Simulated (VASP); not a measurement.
# In (I4/mmm) in VASP: relaxation of cell and atoms with PBE+D3(BJ)

Aim: the relaxation of cell and atoms of In with PBE+D3(BJ).

Program: VASP 6.6.1. These are calculated values, not measurements. Logs are shortened: lines on timing, memory, paths and dates and some standing lists are left out, and cuts for length are marked.

**1. The cell of the first run**

It takes space group I4/mmm (No. 139, tetragonal). The conventional cell has a = 3.259 Å, b = 3.259 Å, c = 4.986 Å, α = 90.00°, β = 90.00°, γ = 90.00°. Within 4.3 Å of In (site symmetry 4/mmm) lie 12 In at 3.26 to 3.40 Å.

**2. Relaxation of cell and atoms, PBE+D3(BJ)**

File INCAR:

```
ALGO = Fast
EDIFF = 1E-6
EDIFFG = -0.005
ENCUT = 600
GGA = PE
IBRION = 2
ISIF = 3
ISMEAR = 0
IVDW = 12
LASPH = True
LCHARG = False
LREAL = False
LWAVE = False
NELM = 60
NSW = 100
PREC = Accurate
SIGMA = 0.1
```

File KPOINTS:

```
k-points
0
Gamma
  18 18 18
```

File POSCAR:

```
In
1.0
   -1.6297352700      1.6297352700      2.4928993500
    1.6297352700     -1.6297352700      2.4928993500
    1.6297352700      1.6297352700     -2.4928993500
In
1
Direct
    0.0000000000      0.0000000000      0.0000000000
```

Potentials or basis: VASP PAW PBE potentials, release 64 (In_d).

On the command line:

```console
> cat potpaw_PBE.64/In_d/POTCAR > POTCAR
> mpirun -np 1 vasp_std > vasp.out
```

OUTCAR:

```text
EDIFF = 1E-6
   EDIFFG = -0.005
   ENCUT = 600
   GGA = PE
   IBRION = 2
   ISIF = 3
   ISMEAR = 0
   IVDW = 12
   LASPH = True
   LREAL = False
   NELM = 60
   NSW = 100
   PREC = Accurate
 IVDW          = 12

 ion  position               nearest neighbor table
   1  0.000  0.000  0.000-

  LATTYP: Found a body centered tetragonal cell.
 ALAT       =     3.2594705400
 C/A-ratio  =     1.5296345338

  Lattice vectors:

 A1 = (  -1.6297352700,   1.6297352700,   2.4928993500)
 A2 = (   1.6297352700,  -1.6297352700,   2.4928993500)
 A3 = (   1.6297352700,   1.6297352700,  -2.4928993500)

Analysis of symmetry for initial positions (statically):
=====================================================================
 Subroutine PRICEL returns:
 Original cell was already a primitive cell.

 Routine SETGRP: Setting up the symmetry group for a
 body centered tetragonal supercell.

 Subroutine GETGRP returns: Found 16 space group operations
 (whereof 16 operations were pure point group operations)
 out of a pool of 16 trial point group operations.

The static configuration has the point symmetry D_4h.

Analysis of symmetry for dynamics (positions and initial velocities):
=====================================================================
 Subroutine PRICEL returns:
 Original cell was already a primitive cell.

 Routine SETGRP: Setting up the symmetry group for a
 body centered tetragonal supercell.

 Subroutine GETGRP returns: Found 16 space group operations
 (whereof 16 operations were pure point group operations)
 out of a pool of 16 trial point group operations.

The dynamic configuration has the point symmetry D_4h.

 Subroutine INISYM returns: Found 16 space group operations
 (whereof 16 operations are pure point group operations),
 and found     1 'primitive' translations

----------------------------------------------------------------------------------------

                                     Primitive cell

  volume of cell :      26.4849

  direct lattice vectors                    reciprocal lattice vectors
    -1.629735270  1.629735270  2.492899350     0.000000000  0.306798294  0.200569670
     1.629735270 -1.629735270  2.492899350     0.306798294  0.000000000  0.200569670
     1.629735270  1.629735270 -2.492899350     0.306798294  0.306798294  0.000000000

  length of vectors
     3.395087815  3.395087815  3.395087815     0.366542474  0.366542474  0.433878308

  position of ions in fractional coordinates (direct lattice)
     0.000000000  0.000000000  0.000000000

  ion indices of the primitive-cell ions
   primitive index   ion index
                 1           1

----------------------------------------------------------------------------------------

 KPOINTS: k-points

Automatic generation of k-mesh.
 Grid dimensions read from file:
 generate k-points for:   18   18   18

 Generating k-lattice:

  Cartesian coordinates                     Fractional coordinates (reciprocal lattice)
     0.000000000  0.017044350  0.011142759     0.055555556  0.000000000  0.000000000
     0.017044350  0.000000000  0.011142759     0.000000000  0.055555556  0.000000000
     0.017044350  0.017044350  0.000000000     0.000000000  0.000000000  0.055555556

  Length of vectors
     0.020363471  0.020363471  0.024104350

  Shift w.r.t. Gamma in fractional coordinates (k-lattice)
     0.000000000  0.000000000  0.000000000

 Subroutine IBZKPT returns following result:
 ===========================================

 Found    480 irreducible k-points:

 Following reciprocal coordinates:
            Coordinates               Weight
  0.000000  0.000000  0.000000      1.000000
  0.055556  0.000000  0.000000      8.000000
  0.111111  0.000000  0.000000      8.000000
  0.166667  0.000000  0.000000      8.000000
  0.222222 -0.000000  0.000000      8.000000
  0.277778 -0.000000  0.000000      8.000000
[... 16 lines left out ...]
 -0.277778  0.055556 -0.000000     16.000000
 -0.222222  0.055556 -0.000000     16.000000
 [... further k-points ...]
   k-points           NKPTS =    480   k-points in BZ     NKDIM =    480   number of bands    NBANDS=     10
   number of dos      NEDOS =    301   number of ions     NIONS =      1
   total plane-waves  NPLWV =  21952
   dimension x,y,z NGX =    28 NGY =   28 NGZ =   28
   dimension x,y,z NGXF=    56 NGYF=   56 NGZF=   56
   ions per type =               1
   NGX,Y,Z   is equivalent  to a cutoff of  13.71, 13.71, 13.71 a.u.
   NGXF,Y,Z  is equivalent  to a cutoff of  27.42, 27.42, 27.42 a.u.
 SYSTEM =  unknown system
   PREC   = accura    normal or accurate (medium, high low for compatibility)
   ISTART =      0    job   : 0-new  1-cont  2-samecut
   ICHARG =      2    charge: 1-file 2-atom 10-const
   ISPIN  =      1    spin polarized calculation?
   LNONCOLLINEAR =      F non collinear calculations
   LSORBIT =      F    spin-orbit coupling
   LASPH  =      T    aspherical Exc in radial PAW
   ENCUT  =  600.0 eV  44.10 Ry    6.64 a.u.   6.78  6.78  6.78*2*pi/ulx,y,z
   NELM   =     60;   NELMIN=  2; NELMDL= -5     # of ELM steps
   EDIFF  = 0.1E-05   stopping-criterion for ELM
   LREAL  =      F    real-space projection
   EDIFFG = -.5E-02   stopping-criterion for IOM
   NSW    =    100    number of steps for IOM
   IBRION =      2    ionic relax: 0-MD 1-quasi-New 2-CG
   NFREE  =      1    steps in history (QN), initial steepest desc. (CG)
   ISIF   =      3    stress and relaxation
   ISYM   =      2    0-nonsym 1-usesym 2-fastsym
   POTIM  = 0.5000    time-step for ionic-motion
   TEBEG  =    0.0;   TEEND  =   0.0 temperature during run
   PSTRESS=    0.0 pullay stress
   NELECT =      13.0000    total number of electrons
   NUPDOWN=      -1.0000    fix difference up-down
   EMIN   =  10.00;   EMAX   =-10.00  energy-range for DOS
   EFERMI =   0.00;   METHOD = LEGACY
   ISMEAR =     0;   SIGMA  =   0.10  broadening in eV -4-tet -1-fermi 0-gaus
   EFERMI_NEDOS =   21; number of points for ismear=-14 and -15
   IALGO  =     68    algorithm
   IMIX   =      4    mixing-type and parameters
     AMIX     =   0.40;   BMIX     =  1.00
     AMIX_MAG =   1.60;   BMIX_MAG =  1.00
  volume/ion in A,a.u.               =      26.48       178.73
  Fermi-wavevector in a.u.,A,eV,Ry     =   1.291387  2.440367 22.690160  1.667680
  Thomas-Fermi vector in A             =   2.423160
   LORBIT       =      0    0 simple, 1 ext, 2 COOP (PROOUT), +10 PAW based schemes
   GGA     = PE    functional components
   LHFCALC =     F    Hartree Fock is set to
   AEXX    =    0.0000 exact exchange contribution
   IVDW    =    12    specifies the selected vdW correction
   LEPSILON=     F    determine dielectric tensor
   LRPA    =     F    only Hartree local field effects (RPA)
 conjugate gradient relaxation of ions
 non-spin polarized calculation
 RMM-DIIS sequential band-by-band and
 Gauss-broadening in eV      SIGMA  =   0.10
  energy-cutoff  :      600.00
  volume of cell :       26.48
 maximum number of plane-waves:       910
   NGX = 13   NGY = 13   NGZ = 13

--------------------------------------- Ionic step        1  -------------------------------------------

 number of electron      13.0000005 magnetization

 Free energy of the ion-electron system (eV)
  ---------------------------------------------------
  ext. energy  EPLUGINS =         0.00000000
  ---------------------------------------------------
  free energy    TOTEN  =        -2.55540519 eV

  energy without entropy =       -2.55271535  energy(sigma->0) =       -2.55406027

------------------------ aborting loop because EDIFF is reached ----------------------------------------

 Edisp (eV)   -0.33392

 E8    (eV) :    -0.1667

  FORCE on cell =-STRESS in cart. coord.  units (eV):
  Direction    XX          YY          ZZ          XY          YZ          ZX
  --------------------------------------------------------------------------------------
  -------------------------------------------------------------------------------------
  Total      -0.11941    -0.11941    -0.10354     0.00000    -0.00000     0.00000
  in kB      -7.22355    -7.22355    -6.26335     0.00000    -0.00000     0.00000
  external pressure =       -6.90 kB  Pullay stress =        0.00 kB
[... 94 lines left out ...]
  FREE ENERGIE OF THE ION-ELECTRON SYSTEM (eV)
  ---------------------------------------------------
  free  energy   TOTEN  =        -2.8902022733 eV

  energy  without entropy=       -2.8876189355  energy(sigma->0) =       -2.88891060

[... ionic steps 4 to 12 ...]

--------------------------------------- Ionic step       13  -------------------------------------------

 number of electron      13.0000004 magnetization

------------------------ aborting loop because EDIFF is reached ----------------------------------------

 Edisp (eV)   -0.33887

 E8    (eV) :    -0.1691
[... 67 lines left out ...]
  energy  without entropy=       -2.8885274797  energy(sigma->0) =       -2.88954927

--------------------------------------- Ionic step       15  -------------------------------------------

 number of electron      13.0000004 magnetization

 Free energy of the ion-electron system (eV)
  ---------------------------------------------------
  ext. energy  EPLUGINS =         0.00000000
  ---------------------------------------------------
  free energy    TOTEN  =        -2.55081437 eV

  energy without entropy =       -2.54875475  energy(sigma->0) =       -2.54978456

 E-fermi :   7.5831     XC(G=0): -10.2754

 val. band max:        7.5778885925   @ k =   0.3333   0.3333  -0.0000
 cond. band min:       7.5910764532   @ k =  -0.4444   0.4444   0.2222
 fundamental gap:      0.0131878607
 Fermi energy:         7.5831056495

 k-point     1 :       0.0000    0.0000    0.0000
  band No.  band energies     occupation
      1      -7.1702      2.00000
      2      -7.0229      2.00000
      3      -7.0229      2.00000
      4      -6.9759      2.00000
      5      -6.8324      2.00000
      6      -2.0030      2.00000
      7      18.1595      0.00000
      8      18.1595      0.00000
      9      18.3675      0.00000
     10      19.2096      0.00000
[... 287 lines left out ...]
 k-point    24 :      -0.2222    0.0556   -0.0000
  band No.  band energies     occupation
      1      -7.1061      2.00000
      2      -7.0593      2.00000
      3      -6.9789      2.00000
      4      -6.9152      2.00000
      5      -6.8571      2.00000
      6      -0.9924      2.00000
      7      12.2648      0.00000
      8      15.9129      0.00000
      9      17.2643      0.00000
     10      19.4878      0.00000

 [... further k-points ...]

------------------------ aborting loop because EDIFF is reached ----------------------------------------

 Edisp (eV)   -0.33976

 E8    (eV) :    -0.1696

  FORCE on cell =-STRESS in cart. coord.  units (eV):
  Direction    XX          YY          ZZ          XY          YZ          ZX
  --------------------------------------------------------------------------------------
  -------------------------------------------------------------------------------------
  Total       0.00275     0.00275    -0.00395     0.00000    -0.00000    -0.00000
  in kB       0.16923     0.16923    -0.24287     0.00000    -0.00000    -0.00000
  external pressure =        0.03 kB  Pullay stress =        0.00 kB
[... 16 lines left out ...]
  FREE ENERGIE OF THE ION-ELECTRON SYSTEM (eV)
  ---------------------------------------------------
  free  energy   TOTEN  =        -2.8905738186 eV

  energy  without entropy=       -2.8885141974  energy(sigma->0) =       -2.88954401

 reached required accuracy - stopping structural energy minimisation
```

It took 16 min on 1 thread of Intel Xeon Platinum 8488C (Sapphire Rapids), shared host; peak memory 0.32 GiB.

What came out:

| Property | Result |
| --- | --- |
| Free energy | -2.8906 eV |
| Relaxed volume | 26.04 Å³/atom |
| Relaxed cell | a = 3.391 Å, b = 3.391 Å, c = 3.391 Å, α = 123.32°, β = 123.32°, γ = 84.34° |
| Space group after relaxing (to 0.1 Å) | I4/mmm (No. 139) |
| Energy gained by relaxing | 1.2 meV/atom |
| Ionic steps | 15 |
| Pressure after relaxing | 0.0 GPa |
| Band gap on the k mesh | zero (an odd number of electrons rules out a gap without spin polarisation) |
| Dispersion energy per atom | -0.340 eV |

The path:
```
step  energy change (eV)  largest force (eV/Å)  pressure (GPa)  volume (Å³)
   1              0.0000                0.0000           -0.69        26.48
   2             -0.0009                0.0000           -0.01        26.05
   3             -0.0009                0.0000            0.07        26.03
   4             -0.0009                0.0000           -0.04        26.07
   5             -0.0010                0.0000           -0.25        26.16
   6             -0.0009                0.0000           -0.08        26.13
   7             -0.0010                0.0000           -0.19        26.14
   8             -0.0010                0.0000           -0.17        26.15
   9             -0.0010                0.0000           -0.17        26.15
  10             -0.0011                0.0000           -0.18        26.16
  11             -0.0011                0.0000           -0.20        26.17
  12             -0.0012                0.0000           -0.22        26.17
  13             -0.0012                0.0000           -0.14        26.11
  14             -0.0012                0.0000            0.07        26.01
  15             -0.0012                0.0000            0.00        26.04
```

Final structure:
```
In
1.0
    -1.60959    1.60959    2.51296
     1.60959   -1.60959    2.51296
     1.60959    1.60959   -2.51296
In
1
Direct
  0.00000 0.00000 0.00000
```

Caveat: spin-orbit coupling is left out, which moves the levels of the heavy elements.
